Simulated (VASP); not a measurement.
# MoS (P6_3mc) in VASP: relaxation of cell and atoms with PBEsol

Aim: the relaxation of cell and atoms of MoS with PBEsol.

All numbers are computed with VASP 6.6.1; they aren't measurements. Logs are shortened: lines on timing, memory, paths and dates and some standing lists are left out, and cuts for length are marked.

## 1. The cell of the first run

Symmetry: P6_3mc, No. 186, hexagonal system. Conventional cell: a = 3.895 Å, b = 3.895 Å, c = 6.379 Å, α = 90.00°, β = 90.00°, γ = 120.00°. Mo (site symmetry 3m) has 4 S at 2.39 Å within 3.2 Å. S (site symmetry 3m) has 4 Mo at 2.39 Å within 3.2 Å.

## 2. Relaxation of cell and atoms, PBEsol, collinear spin

INCAR

```
PREC     = Accurate       # precision mode
ENCUT    = 600            # plane-wave cutoff, eV
EDIFF    = 1E-6           # SCF threshold, eV
ISMEAR   = 0              # smearing method
SIGMA    = 0.05           # smearing width, eV
LREAL    = F              # projectors in reciprocal space
LASPH    = T              # aspherical terms in the spheres
NELM     = 150            # most SCF steps
ALGO     = Normal         # electronic algorithm
ISIF     = 3              # what is computed and relaxed
LWAVE    = F              # write WAVECAR
LCHARG   = F              # write CHGCAR
ISPIN    = 2              # spin polarisation
MAGMOM   = 3 3 0 0        # initial moments
LORBIT   = 11             # projections on sites
LMAXMIX  = 4              # l up to which the mixer works
GGA      = PS             # functional
IBRION   = 2              # ionic algorithm
NSW      = 80             # ionic steps
EDIFFG   = -0.01          # ionic threshold
```

KPOINTS

```
Automatic mesh
0
Gamma
  10 10 6
```

POSCAR

```
MoS
1.0
    3.8951341972      0.0000000000      0.0000000000
   -1.9475670986      3.3732851660      0.0000000000
    0.0000000000      0.0000000000      6.3793304912
Mo S
2 2
Direct
    0.6666666667      0.3333333333      0.0000000000
    0.3333333333      0.6666666667      0.5000000000
    0.6666666667      0.3333333333      0.6252000000
    0.3333333333      0.6666666667      0.1252000000
```

Potentials or basis: VASP PAW PBE potentials, release 64 (Mo_sv, S).

The run is started by

```console
> cat potpaw_PBE.64/Mo_sv/POTCAR potpaw_PBE.64/S/POTCAR > POTCAR
> mpirun -np 1 vasp_std > vasp.out
```

OUTCAR:

```text
PREC = Accurate
   ENCUT = 600
   EDIFF = 1E-6
   ISMEAR = 0
   LREAL = F
   LASPH = T
   NELM = 150
   ISIF = 3
   ISPIN = 2
   LORBIT = 11
   GGA = PS
   IBRION = 2
   NSW = 80
   EDIFFG = -0.01

 ion  position               nearest neighbor table
   1  0.667  0.333  0.000-   4 2.39   4 2.39   4 2.39   3 2.39
   2  0.333  0.667  0.500-   3 2.39   3 2.39   3 2.39   4 2.39
   3  0.667  0.333  0.625-   2 2.39   2 2.39   2 2.39   1 2.39
   4  0.333  0.667  0.125-   1 2.39   1 2.39   1 2.39   2 2.39

  LATTYP: Found a hexagonal cell.
 ALAT       =     3.8951341972
 C/A-ratio  =     1.6377691161

  Lattice vectors:

 A1 = (   3.8951341972,   0.0000000000,   0.0000000000)
 A2 = (  -1.9475670986,   3.3732851660,   0.0000000000)
 A3 = (   0.0000000000,   0.0000000000,   6.3793304912)

Analysis of symmetry for initial positions (statically):
=====================================================================
 Subroutine PRICEL returns:
 Original cell was already a primitive cell.

 Routine SETGRP: Setting up the symmetry group for a
 hexagonal supercell.

 Subroutine GETGRP returns: Found 12 space group operations
 (whereof  6 operations were pure point group operations)
 out of a pool of 24 trial point group operations.

The static configuration has the point symmetry C_3v.
 The point group associated with its full space group is C_6v.

Analysis of symmetry for dynamics (positions and initial velocities):
=====================================================================
 Subroutine PRICEL returns:
 Original cell was already a primitive cell.

 Routine SETGRP: Setting up the symmetry group for a
 hexagonal supercell.

 Subroutine GETGRP returns: Found 12 space group operations
 (whereof  6 operations were pure point group operations)
 out of a pool of 24 trial point group operations.

The dynamic configuration has the point symmetry C_3v.
 The point group associated with its full space group is C_6v.

Analysis of structural, dynamic, and magnetic symmetry:
=====================================================================
 Subroutine PRICEL returns:
 Original cell was already a primitive cell.

 Routine SETGRP: Setting up the symmetry group for a
 hexagonal supercell.

 Subroutine GETGRP returns: Found 12 space group operations
 (whereof  6 operations were pure point group operations)
 out of a pool of 24 trial point group operations.

The overall configuration has the point symmetry C_3v.
 The point group associated with its full space group is C_6v.

 Subroutine INISYM returns: Found 12 space group operations
 (whereof  6 operations are pure point group operations),
 and found     1 'primitive' translations

----------------------------------------------------------------------------------------

                                     Primitive cell

  volume of cell :      83.8206

  direct lattice vectors                    reciprocal lattice vectors
     3.895134197  0.000000000  0.000000000     0.256730564  0.148223460  0.000000000
    -1.947567099  3.373285166  0.000000000     0.000000000  0.296446921  0.000000000
     0.000000000  0.000000000  6.379330491     0.000000000  0.000000000  0.156756262

  length of vectors
     3.895134197  3.895134197  6.379330491     0.296446921  0.296446921  0.156756262

  position of ions in fractional coordinates (direct lattice)
     0.666666667  0.333333333  0.000000000
     0.333333333  0.666666667  0.500000000
     0.666666667  0.333333333  0.625200000
     0.333333333  0.666666667  0.125200000

  ion indices of the primitive-cell ions
   primitive index   ion index
                 1           1
                 2           2
                 3           3
                 4           4

----------------------------------------------------------------------------------------

 KPOINTS: Automatic mesh

Automatic generation of k-mesh.
 Grid dimensions read from file:
 generate k-points for:   10   10    6

 Generating k-lattice:

  Cartesian coordinates                     Fractional coordinates (reciprocal lattice)
     0.025673056  0.014822346  0.000000000     0.100000000  0.000000000  0.000000000
     0.000000000  0.029644692  0.000000000     0.000000000  0.100000000  0.000000000
     0.000000000  0.000000000  0.026126044     0.000000000  0.000000000  0.166666667

  Length of vectors
     0.029644692  0.029644692  0.026126044

  Shift w.r.t. Gamma in fractional coordinates (k-lattice)
     0.000000000  0.000000000  0.000000000

 Subroutine IBZKPT returns following result:
 ===========================================

 Found     56 irreducible k-points:

 Following reciprocal coordinates:
            Coordinates               Weight
  0.000000  0.000000  0.000000      1.000000
  0.100000 -0.000000  0.000000      6.000000
  0.200000 -0.000000  0.000000      6.000000
  0.300000  0.000000  0.000000      6.000000
  0.400000  0.000000  0.000000      6.000000
  0.500000  0.000000  0.000000      3.000000
[... 16 lines left out ...]
  0.300000  0.100000  0.166667     24.000000
  0.400000  0.100000  0.166667     24.000000
 [... further k-points ...]
   k-points           NKPTS =     56   k-points in BZ     NKDIM =     56   number of bands    NBANDS=     27
   number of dos      NEDOS =    301   number of ions     NIONS =      4
   total plane-waves  NPLWV =  55296
   dimension x,y,z NGX =    32 NGY =   32 NGZ =   54
   dimension x,y,z NGXF=    64 NGYF=   64 NGZF=  108
   ions per type =               2   2
   NGX,Y,Z   is equivalent  to a cutoff of  13.66, 13.66, 14.07 a.u.
   NGXF,Y,Z  is equivalent  to a cutoff of  27.32, 27.32, 28.14 a.u.
 SYSTEM =  unknown system
   PREC   = accura    normal or accurate (medium, high low for compatibility)
   ISTART =      0    job   : 0-new  1-cont  2-samecut
   ICHARG =      2    charge: 1-file 2-atom 10-const
   ISPIN  =      2    spin polarized calculation?
   LNONCOLLINEAR =      F non collinear calculations
   LSORBIT =      F    spin-orbit coupling
   LASPH  =      T    aspherical Exc in radial PAW
   ENCUT  =  600.0 eV  44.10 Ry    6.64 a.u.   7.78  7.78 12.74*2*pi/ulx,y,z
   NELM   =    150;   NELMIN=  2; NELMDL= -5     # of ELM steps
   EDIFF  = 0.1E-05   stopping-criterion for ELM
   LREAL  =      F    real-space projection
   EDIFFG = -.1E-01   stopping-criterion for IOM
   NSW    =     80    number of steps for IOM
   IBRION =      2    ionic relax: 0-MD 1-quasi-New 2-CG
   NFREE  =      1    steps in history (QN), initial steepest desc. (CG)
   ISIF   =      3    stress and relaxation
   ISYM   =      2    0-nonsym 1-usesym 2-fastsym
   POTIM  = 0.5000    time-step for ionic-motion
   TEBEG  =    0.0;   TEEND  =   0.0 temperature during run
   PSTRESS=    0.0 pullay stress
   NELECT =      40.0000    total number of electrons
   NUPDOWN=      -1.0000    fix difference up-down
   EMIN   =  10.00;   EMAX   =-10.00  energy-range for DOS
   EFERMI =   0.00;   METHOD = LEGACY
   ISMEAR =     0;   SIGMA  =   0.05  broadening in eV -4-tet -1-fermi 0-gaus
   EFERMI_NEDOS =   21; number of points for ismear=-14 and -15
   IALGO  =     38    algorithm
   IMIX   =      4    mixing-type and parameters
     AMIX     =   0.40;   BMIX     =  1.00
     AMIX_MAG =   1.60;   BMIX_MAG =  1.00
  volume/ion in A,a.u.               =      20.96       141.41
  Fermi-wavevector in a.u.,A,eV,Ry     =   1.279316  2.417557 22.267981  1.636650
  Thomas-Fermi vector in A             =   2.411809
   LORBIT       =     11    0 simple, 1 ext, 2 COOP (PROOUT), +10 PAW based schemes
   GGA     = PS    functional components
   LHFCALC =     F    Hartree Fock is set to
   AEXX    =    0.0000 exact exchange contribution
   IVDW    =     0    specifies the selected vdW correction
   LEPSILON=     F    determine dielectric tensor
   LRPA    =     F    only Hartree local field effects (RPA)
 conjugate gradient relaxation of ions
 spin polarized calculation
 Gauss-broadening in eV      SIGMA  =   0.05
  energy-cutoff  :      600.00
  volume of cell :       83.82
 maximum number of plane-waves:      2828
 NGX is ok and might be reduce to    32
   NGX = 15   NGY = 15   NGZ = 25

--------------------------------------- Ionic step        1  -------------------------------------------

 number of electron      40.0000003 magnetization       0.7115400

 Free energy of the ion-electron system (eV)
  ---------------------------------------------------
  ext. energy  EPLUGINS =         0.00000000
  ---------------------------------------------------
  free energy    TOTEN  =       -31.59884056 eV

  energy without entropy =      -31.59331357  energy(sigma->0) =      -31.59607707

------------------------ aborting loop because EDIFF is reached ----------------------------------------

  FORCE on cell =-STRESS in cart. coord.  units (eV):
  Direction    XX          YY          ZZ          XY          YZ          ZX
  --------------------------------------------------------------------------------------
  -------------------------------------------------------------------------------------
  Total       -7.2414668     -7.2414668     -7.3657247      0.0000000      0.0000000     -0.0000000
  in kB     -138.4160786   -138.4160786   -140.7911898      0.0000000      0.0000000     -0.0000000
  external PRESSURE =    -139.2077823 kB  Pullay stress =       0.0000000 kB
[... 23 lines left out ...]
  energy  without entropy=      -31.5933135749  energy(sigma->0) =      -31.59607707

--------------------------------------- Ionic step        2  -------------------------------------------

 number of electron      40.0000001 magnetization       0.0178755

 E-fermi :  10.1902     XC(G=0): -11.9321

 val. band max:       10.1873042667   @ k =   0.4000   0.1000   0.3333
 cond. band min:      10.1927765134   @ k =   0.4000   0.1000   0.3333
 fundamental gap:      0.0054722467
 Fermi energy:        10.1901745079

 spin component 1

 k-point     1 :       0.0000    0.0000    0.0000
  band No.  band energies     occupation
      1     -50.4844      1.00000
      2     -50.4676      1.00000
      3     -25.0261      1.00000
      4     -24.7921      1.00000
      5     -24.7356      1.00000
      6     -24.7356      1.00000
[... 1504 lines left out ...]
  FREE ENERGIE OF THE ION-ELECTRON SYSTEM (eV)
  ---------------------------------------------------
  free  energy   TOTEN  =       -32.0801836927 eV

  energy  without entropy=      -32.0712538559  energy(sigma->0) =      -32.07571877

[... ionic steps 4 to 21 ...]

--------------------------------------- Ionic step       22  -------------------------------------------

 number of electron      40.0000000 magnetization       0.0000126

 number of electron      40.0000000 magnetization      -0.0000125

------------------------ aborting loop because EDIFF is reached ----------------------------------------

  FORCE on cell =-STRESS in cart. coord.  units (eV):
  Direction    XX          YY          ZZ          XY          YZ          ZX
  --------------------------------------------------------------------------------------
  -------------------------------------------------------------------------------------
  Total       -0.1967945     -0.1967945     -0.1345960      0.0000000      0.0000000      0.0000000
  in kB       -4.4046705     -4.4046705     -3.0125381      0.0000000      0.0000000      0.0000000
  external PRESSURE =      -3.9406264 kB  Pullay stress =       0.0000000 kB
[... 65 lines left out ...]
--------------------------------------- Ionic step       24  -------------------------------------------

 number of electron      40.0000000 magnetization       0.0000025

 number of electron      40.0000000 magnetization      -0.0000070

 Free energy of the ion-electron system (eV)
  ---------------------------------------------------
  ext. energy  EPLUGINS =         0.00000000
  ---------------------------------------------------
  free energy    TOTEN  =       -32.14136408 eV

  energy without entropy =      -32.13652529  energy(sigma->0) =      -32.13894469

 E-fermi :   8.9440     XC(G=0): -11.3677

 val. band max:        8.9332627481   @ k =   0.4000   0.2000   0.3333
 cond. band min:       8.9454255590   @ k =   0.2000   0.1000   0.3333
 fundamental gap:      0.0121628108
 Fermi energy:         8.9440047114

 spin component 1

 k-point     1 :       0.0000    0.0000    0.0000
  band No.  band energies     occupation
      1     -52.1238      1.00000
      2     -52.1067      1.00000
      3     -26.4743      1.00000
      4     -26.3324      1.00000
      5     -26.3324      1.00000
      6     -26.2977      1.00000
[... 1466 lines left out ...]
  FREE ENERGIE OF THE ION-ELECTRON SYSTEM (eV)
  ---------------------------------------------------
  free  energy   TOTEN  =       -32.1413640809 eV

  energy  without entropy=      -32.1365252919  energy(sigma->0) =      -32.13894469

 reached required accuracy - stopping structural energy minimisation

 total charge

# of ion       s       p       d       tot
------------------------------------------
    1        2.284   6.140   4.187  12.611
    2        2.284   6.140   4.187  12.611
    3        1.307   2.397   0.000   3.704
    4        1.307   2.397   0.000   3.704
--------------------------------------------------
tot          7.182  17.073   8.374  32.630

 magnetization (x)

# of ion       s       p       d       tot
------------------------------------------
    1        0.000  -0.000   0.000   0.000
    2        0.000  -0.000   0.000   0.000
    3       -0.000  -0.000   0.000  -0.000
    4       -0.000  -0.000   0.000  -0.000
--------------------------------------------------
tot          0.000  -0.000   0.000   0.000
```

Run time: 56 min. Hardware: 1 thread of Oxide Virtual Turin-like, shared host; peak memory 0.4 GiB.

What came out:

```
Free energy                                           : -32.1414 eV
Relaxed volume                                        : 17.85 Å³/atom
Relaxed cell                                          : a = 3.919 Å, b = 3.919 Å, c = 5.368 Å, α = 90.00°, β = 90.00°, γ = 120.00°
Space group after relaxing (to 0.1 Å)                 : P6_3mc (No. 186)
Energy gained by relaxing                             : 135.6 meV/atom
Ionic steps                                           : 24
Pressure after relaxing                               : 0.0 GPa
Largest force after relaxing                          : 0.004 eV/Å
Band gap on the k mesh                                : zero (filled and empty bands overlap)
Net moment                                            : 0.00 μB per cell
Valence electrons inside the program's atomic spheres : Mo 12.61; S 3.70
```

Forces in eV/Å, atoms in the order of the input:
```
Mo   0.000  0.000  0.004
Mo   0.000  0.000  0.004
S    0.000  0.000 -0.004
S    0.000  0.000 -0.004
```

The path:
| step | energy change (eV) | largest force (eV/Å) | pressure (GPa) | volume (Å³) |
| --- | --- | --- | --- | --- |
| 1 | 0.0000 | 0.0135 | -13.92 | 83.82 |
| 2 | 0.3925 | 0.1806 | 30.98 | 63.62 |
| 3 | -0.4813 | 0.0719 | -0.64 | 74.29 |
| 4 | -0.4820 | 0.0735 | -0.18 | 74.02 |
| 5 | -0.4820 | 0.0747 | 0.22 | 73.83 |
| 6 | -0.4846 | 0.0874 | 0.26 | 73.81 |
| 7 | -0.4910 | 0.0988 | 0.35 | 73.71 |
| 8 | -0.4919 | 0.1904 | 0.49 | 73.49 |
| 9 | -0.4932 | 0.1317 | 0.30 | 73.55 |
| 10 | -0.4945 | 0.0384 | -0.07 | 73.68 |
| 11 | -0.4945 | 0.0985 | -0.81 | 73.92 |
| 12 | -0.4949 | 0.0161 | -0.38 | 73.78 |
| 13 | -0.4949 | 0.0288 | -0.46 | 73.81 |
| 14 | -0.4959 | 0.0289 | -0.43 | 73.75 |
| 15 | -0.4991 | 0.0549 | -0.34 | 73.56 |
| 16 | -0.5079 | 0.0653 | -0.23 | 73.18 |
| 17 | -0.5323 | 0.0579 | -0.26 | 72.35 |
| 18 | -0.5233 | 0.1735 | -0.64 | 70.43 |
| 19 | -0.5402 | 0.0077 | -0.49 | 71.26 |
| 20 | -0.5414 | 0.0040 | -0.32 | 71.82 |
| 21 | -0.5423 | 0.0033 | -0.37 | 71.63 |
| 22 | -0.5423 | 0.0032 | -0.39 | 71.58 |
| 23 | -0.5399 | 0.0287 | 1.36 | 70.80 |
| 24 | -0.5425 | 0.0040 | 0.01 | 71.41 |

Final structure:
```cif
data_structure
_symmetry_space_group_name_H-M 'P 1'
_symmetry_Int_Tables_number 1
_cell_length_a 3.9192
_cell_length_b 3.9192
_cell_length_c 5.3681
_cell_angle_alpha 90.000
_cell_angle_beta 90.000
_cell_angle_gamma 120.000
_cell_volume 71.41
loop_
_atom_site_label
_atom_site_type_symbol
_atom_site_fract_x
_atom_site_fract_y
_atom_site_fract_z
_atom_site_occupancy
Mo1 Mo 0.66667 0.33333 0.02657 1
Mo2 Mo 0.33333 0.66667 0.52657 1
S1 S 0.66667 0.33333 0.59863 1
S2 S 0.33333 0.66667 0.09863 1
```

Levels at points of the mesh, in eV from the Fermi level:
Spin up:
```tsv
k point	band 16	band 17	band 18	band 19	band 20	band 21	band 22	band 23	band 24	band 25
(0.00, 0.00, 0.00)	-4.68	-1.99	-1.99	0.07	0.07	0.77	1.02	1.60	3.45	3.45
(0.50, 0.00, 0.00)	-4.50	-2.43	-1.72	-1.54	-0.37	-0.35	-0.07	0.65	1.49	2.02
(0.00, 0.00, 0.50)	-6.20	-0.61	-0.61	-0.61	-0.61	1.81	1.81	3.85	3.85	3.85
(0.50, 0.00, 0.50)	-5.17	-1.16	-1.16	-0.73	-0.73	0.14	0.14	1.17	1.17	3.00
```
Spin down:
```
           k point  band 18  band 19  band 20  band 21  band 22  band 23
(0.00, 0.00, 0.00)    -1.99     0.07     0.07     0.77     1.02     1.60
(0.50, 0.00, 0.00)    -1.72    -1.54    -0.37    -0.35    -0.07     0.65
(0.00, 0.00, 0.50)    -0.61    -0.61    -0.61     1.81     1.81     3.85
(0.50, 0.00, 0.50)    -1.16    -0.73    -0.73     0.14     0.14     1.17
```

Caveat: a cell axis changed by over 15 % at a fixed basis, so the end point is rough; the PAW data sets were made with another functional, which shifts forces and pressure a little.
